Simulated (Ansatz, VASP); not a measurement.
# KI in VASP and in Ansatz

INCAR

```
PREC = Accurate ; ENCUT = 520
EDIFF = 1E-7 ; ISMEAR = 0
SIGMA = 0.02 ; LREAL = False
LASPH = True ; NELM = 100
ALGO = Normal ; ISIF = 2
LWAVE = False ; LCHARG = False
GGA = PS ; NBANDS = 15
```

The input KPOINTS:

```
regular mesh
0
Gamma
  7 7 7
```

POSCAR

```
KI
1.0
    0.0000000000      3.5327750000      3.5327750000
    3.5327750000      0.0000000000      3.5327750000
    3.5327750000      3.5327750000      0.0000000000
I K
1 1
Direct
    0.5000000000      0.5000000000      0.5000000000
    0.0000000000      0.0000000000      0.0000000000
```

Contents of input.yaml:

```yaml
crystal:
  lattice:
    - [0.0, 3.532775, 3.532775]
    - [3.532775, 0.0, 3.532775]
    - [3.532775, 3.532775, 0.0]
  atoms:
    - { symbol: I, position: [0.5, 0.5, 0.5] }
    - { symbol: K, position: [0.0, 0.0, 0.0] }
hamiltonian:
  xc: pbesol
  pseudopotentials: { kind: paw }
kpoints:
  mp_grid: { grid: [7, 7, 7] }
scf:
  occupations: { method: gaussian, width: 0.02 }
output:
  forces: true
  stress: true
  eigenvalues: true
  write_density: true
  write_potential: true
  elf: true
  volumetric_format: npy
```

Alike in both runs: task single point; functional PBEsol; k mesh 7 × 7 × 7; occupations gaussian, width 0.02 eV; no spin polarisation.

```csv
,VASP,Ansatz
version,VASP 6.6.1,Ansatz 0.2.0
potentials or method,"VASP PAW PBE potentials, release 64 (I, K_sv)",Ansatz PAW
plane-wave cutoff (eV),520,420
valence electrons in the cell,16,26
```

VASP gave:

- gap on the k mesh at the Fermi level (eV): 3.81
- least direct gap on the mesh (eV): 3.81
- pressure (GPa): -0.3

Q: What did Ansatz give for the same quantities?

A: gap on the k mesh at the Fermi level (eV): 3.82; least direct gap on the mesh (eV): 3.82; pressure (GPa): -0.3.

VASP's potentials were made for PBE, not for PBEsol. VASP's potentials hold 16 valence electrons a cell and Ansatz's 26, so a difference there can come from the potentials and not from the codes.

Spin-orbit coupling is off throughout. Noted on Ansatz's run: odd divisions of the mesh miss points on the zone boundary, where band edges often lie, so the gap on the mesh can be too wide.
